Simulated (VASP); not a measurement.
Pt, 3 atoms in the cell. Symmetry: R-3m, No. 166, trigonal system. The conventional cell has a = 2.756 Å, b = 2.756 Å, c = 6.896 Å, α = 90.00°, β = 90.00°, γ = 120.00°. Within 3.6 Å of Pt (site symmetry -3m) lie 12 Pt at 2.76 to 2.80 Å. 

```yaml
Program: VASP 6.6.1
Task: single point
Functional: r2SCAN
Potentials_or_basis: VASP PAW PBE potentials, release 64 (Pt)
Cutoff: 520 eV
k_mesh: 18 × 18 × 8
Occupations: methfessel-paxton, width 0.1 eV
Spin: no spin polarisation
Dipole_correction: no
Further_INCAR_settings: ALGO = Normal; EDIFF = 1e-07; NBANDS = 22
```

Potentials or basis: VASP PAW PBE potentials, release 64 (Pt).

The run is started by

```bash
$ cat potpaw_PBE.64/Pt/POTCAR > POTCAR
$ cp INCAR.step1 INCAR
$ mpirun -np 1 vasp_std > vasp.out
$ cp INCAR.step2 INCAR
$ mpirun -np 1 vasp_std > vasp.out
```

Hardware: 1 thread of Intel(R) Xeon(R) 6975P-C (Granite Rapids), with other jobs on the host.

Task: Estimate the wall time of this run.

Result: Wall time 6 min on 1 thread of Intel(R) Xeon(R) 6975P-C (Granite Rapids), on a shared host, peak memory 0.32 GiB. Counts: k points 266.
